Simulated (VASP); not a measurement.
A run of VASP 6.6.1 is set up as follows.

File INCAR:

```
SYSTEM = RbBr
  PREC = Accurate
  ENCUT = 520
  EDIFF = 1E-6
  ISMEAR = 0
  SIGMA = 0.01
  LREAL = .False.
  LASPH = .True.
  NELM = 150
  ALGO = Normal
  ISIF = 2
  LWAVE = .False.
  LCHARG = .False.
  MAGMOM = 0 0 0 0 0 0
  LORBIT = 11
  LSORBIT = .True.
  GGA_COMPAT = .False.
  LORBMOM = .True.
  GGA = PE
  NBANDS = 28
```

The input KPOINTS:

```
regular mesh
0
Gamma
  6 6 6
  0 0 0
```

File POSCAR:

```
RbBr
1.0
    0.0000000000      3.8694971258      3.8694971258
    3.8694971258      0.0000000000      3.8694971258
    3.8694971258      3.8694971258      0.0000000000
Rb Br
1 1
Direct
    0.0000000000      0.0000000000      0.0000000000
    0.2500000000      0.2500000000      0.2500000000
```

Potentials or basis: VASP PAW PBE potentials, release 64 (Rb_sv, Br).

Run with:

```sh
$ cat potpaw_PBE.64/Rb_sv/POTCAR potpaw_PBE.64/Br/POTCAR > POTCAR
$ mpirun -np 1 vasp_ncl > vasp.out
```

Problem. Predict the net moment.

Solution. 0.00 μB per cell.

Problem. Predict the pressure.

Solution. 0.2 GPa.

Moments on the atoms (μB; x, y, z):
```
Rb  0.00 0.00 0.00
Br  0.00 0.00 0.00
```
